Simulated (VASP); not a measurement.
# GaAsSe3 (P4mm) in VASP: notebook, part 2 of 2

VASP 6.6.1. Earlier steps stand in the parts before.

### 3 Single point, PBE

This run uses another cell than the first one, of 26.45 Å³/atom, 0.993 times its volume.

INCAR reads:

```
SYSTEM = GaAsSe3
ALGO = Normal ; EDIFF = 1E-6
ENCUT = 500 ; GGA = PE
GGA_COMPAT = .FALSE. ; ISIF = 2
ISMEAR = 0 ; LASPH = .TRUE.
LCHARG = .TRUE. ; LELF = .TRUE.
LREAL = .FALSE. ; LVHAR = .TRUE.
LWAVE = .FALSE. ; NBANDS = 26
NELM = 120 ; PREC = Accurate
SIGMA = 0.15
```

KPOINTS reads:

```
k-points
0
G
  3 3 3
  0 0 0
```

POSCAR reads:

```
GaAsSe3
1.0
    4.7625904675      0.0000000000      0.0000000000
    0.0000000000      4.7625904675      0.0000000000
    0.0000000000      0.0000000000      5.8314575826
Ga As Se
1 1 3
Direct
    0.5000000000      0.5000000000      0.6106642081
    0.0000000000      0.0000000000      0.2181266390
    0.0000000000      0.5000000000      0.4242659172
    0.5000000000      0.0000000000      0.4242659172
    0.5000000000      0.5000000000      1.0128773286
```

Potentials or basis: VASP PAW PBE potentials, release 64 (Ga_d, As, Se).

The run is started by

```
cat potpaw_PBE.64/Ga_d/POTCAR potpaw_PBE.64/As/POTCAR potpaw_PBE.64/Se/POTCAR > POTCAR
mpirun -np 1 vasp_std > vasp.out
```

OUTCAR:

```text
SYSTEM = GaAsSe3
   EDIFF = 1E-6
   ENCUT = 500
   GGA = PE
   ISIF = 2
   ISMEAR = 0
   LASPH = .TRUE.
   LREAL = .FALSE.
   NELM = 120
   PREC = Accurate

 ion  position               nearest neighbor table
   1  0.500  0.500  0.611-   5 2.35   4 2.62   3 2.62   4 2.62   3 2.62
   2  0.000  0.000  0.218-   3 2.67   4 2.67   3 2.67   4 2.67
   3  0.000  0.500  0.424-   1 2.62   1 2.62   2 2.67   2 2.67
   4  0.500  0.000  0.424-   1 2.62   1 2.62   2 2.67   2 2.67
   5  0.500  0.500  0.013-   1 2.35

  LATTYP: Found a simple tetragonal cell.
 ALAT       =     4.7625904675
 C/A-ratio  =     1.2244297767

  Lattice vectors:

 A1 = (   4.7625904675,   0.0000000000,   0.0000000000)
 A2 = (   0.0000000000,   4.7625904675,   0.0000000000)
 A3 = (   0.0000000000,   0.0000000000,   5.8314575826)

Analysis of symmetry for initial positions (statically):
=====================================================================
 Subroutine PRICEL returns:
 Original cell was already a primitive cell.

 Routine SETGRP: Setting up the symmetry group for a
 simple tetragonal supercell.

[... 155 lines left out ...]

 val. band max:        2.5932084684   @ k =   0.3333   0.3333   0.3333
 cond. band min:       3.3382914427   @ k =   0.3333   0.3333   0.0000
 fundamental gap:      0.7450829744
 Fermi energy:         2.6008327995

 k-point     1 :       0.0000    0.0000    0.0000
  band No.  band energies     occupation
      1     -12.2461      2.00000
      2     -12.2381      2.00000
      3     -12.1551      2.00000
      4     -12.1096      2.00000
      5     -12.1096      2.00000
      6     -12.1033      2.00000
[... 163 lines left out ...]
     25       8.9289      0.00000
     26       9.3616      0.00000

------------------------ aborting loop because EDIFF is reached ----------------------------------------

  FORCE on cell =-STRESS in cart. coord.  units (eV):
  Direction    XX          YY          ZZ          XY          YZ          ZX
  --------------------------------------------------------------------------------------
  -------------------------------------------------------------------------------------
  Total        0.1927074      0.1927074      0.1653486      0.0000000      0.0000000      0.0000000
  in kB        2.3342391      2.3342391      2.0028462      0.0000000      0.0000000      0.0000000
  external PRESSURE =       2.2237748 kB  Pullay stress =       0.0000000 kB

 VOLUME and BASIS-vectors are now :
 -----------------------------------------------------------------------------
  energy-cutoff  :      500.00
  volume of cell :      132.27
      direct lattice vectors                 reciprocal lattice vectors
     4.762590467  0.000000000  0.000000000     0.209969765  0.000000000  0.000000000
     0.000000000  4.762590467  0.000000000     0.000000000  0.209969765  0.000000000
     0.000000000  0.000000000  5.831457583     0.000000000  0.000000000  0.171483713

 POSITION                                       TOTAL-FORCE (eV/Angst)
 -----------------------------------------------------------------------------------
      2.38130      2.38130      3.56106         0.000000      0.000000      0.060669
      0.00000      0.00000      1.27200         0.000000      0.000000     -0.064174
      0.00000      2.38130      2.47409         0.000000      0.000000      0.006329
      2.38130      0.00000      2.47409         0.000000      0.000000      0.006329
      2.38130      2.38130      0.07509         0.000000     -0.000000     -0.009151
 -----------------------------------------------------------------------------------
    total drift:                                0.000000      0.000000     -0.000382

  FREE ENERGIE OF THE ION-ELECTRON SYSTEM (eV)
  ---------------------------------------------------
  free  energy   TOTEN  =       -18.1407832642 eV

  energy  without entropy=      -18.1122292714  energy(sigma->0) =      -18.12650627
```

Wall time 36 s (1 thread of Intel Xeon 8259CL, shared host); peak memory 0.24 GiB.

What came out:

```
Free energy            : -18.1408 eV
Pressure               : 0.2 GPa
Largest force          : 0.064 eV/Å
Band gap on the k mesh : zero (band 18 reaches 2.59 eV, above the bottom of band 19 at 1.95 eV)
```

Forces in eV/Å, atoms in the order of the input:
```
Ga   0.000  0.000  0.061
As   0.000  0.000 -0.064
Se   0.000  0.000  0.006
Se   0.000  0.000  0.006
Se   0.000  0.000 -0.009
```

Caveat: the k points lie up to 0.44 Å⁻¹ apart.

### 4 Single point, PBE

This run uses another cell than the first one, of 26.57 Å³/atom, 0.997 times its volume.

INCAR reads:

```
ALGO = Normal ; EDIFF = 1E-6
ENCUT = 500 ; GGA = PE
GGA_COMPAT = False ; ISIF = 2
ISMEAR = 0 ; LASPH = True
LCHARG = False ; LREAL = False
LWAVE = False ; NBANDS = 26
NELM = 120 ; PREC = Accurate
SIGMA = 0.15
```

KPOINTS reads:

```
k-points
0
Gamma
  3 3 3
```

POSCAR reads:

```
GaAsSe3
1.0
    4.7598625408      0.0000000000      0.0000000000
    0.0000000000      4.7598625408      0.0000000000
    0.0000000000      0.0000000000      5.8636299373
Ga As Se
1 1 3
Direct
    0.0000000000      0.0000000000      0.1461555580
    0.5000000000      0.5000000000      0.7520283820
    0.0000000000      0.5000000000     -0.0418219863
    0.5000000000      0.0000000000     -0.0418219863
    0.0000000000      0.0000000000      0.5454570526
```

The run is started by

```
cat potpaw_PBE.64/Ga_d/POTCAR potpaw_PBE.64/As/POTCAR potpaw_PBE.64/Se/POTCAR > POTCAR
mpirun -np 1 vasp_std > vasp.out
```

Wall time 43 s (1 thread of Intel Xeon 8259CL, shared host); peak memory 0.24 GiB.

Results (log left out):

```
Free energy            : -18.1415 eV
Pressure               : 0.1 GPa
Largest force          : 0.036 eV/Å
Band gap on the k mesh : zero (band 18 reaches 2.55 eV, above the bottom of band 19 at 1.91 eV)
```

Forces in eV/Å, atoms in the order of the input:
```
Ga   0.000  0.000  0.009
As   0.000  0.000 -0.036
Se   0.000  0.000  0.007
Se   0.000  0.000  0.007
Se   0.000  0.000  0.014
```

Levels at points of the mesh, in eV from the Fermi level:
```tsv
k point	band 14	band 15	band 16	band 17	band 18	band 19	band 20	band 21	band 22	band 23
(0.00, 0.00, 0.00)	-1.99	-1.52	-1.43	-0.48	-0.48	-0.43	-0.11	2.46	2.46	5.25
```

Caveat: the k points lie up to 0.44 Å⁻¹ apart.

### 5 Overview

```csv
cell,k mesh,gap on the mesh (eV),pressure (GPa),largest force (eV/Å)
"a = 4.586, b = 4.586, c = 6.332 Å, 5 atoms",3 × 3 × 2,none,0.0,0.07
"a = 4.763, b = 4.763, c = 5.831 Å, 5 atoms",3 × 3 × 3,none,0.2,0.06
"a = 4.760, b = 4.760, c = 5.864 Å, 5 atoms",3 × 3 × 3,none,0.1,0.04
```

Alike in all rows: task single point; level PBE; potentials or basis VASP PAW PBE potentials, release 64 (Ga_d, As, Se); no spin polarisation; cutoff (eV) 500; smearing gaussian 0.15 eV.

Caveats: all runs use coarse meshes.

Total energies depend on the potentials used, so only differences within one code and one set of settings carry meaning.
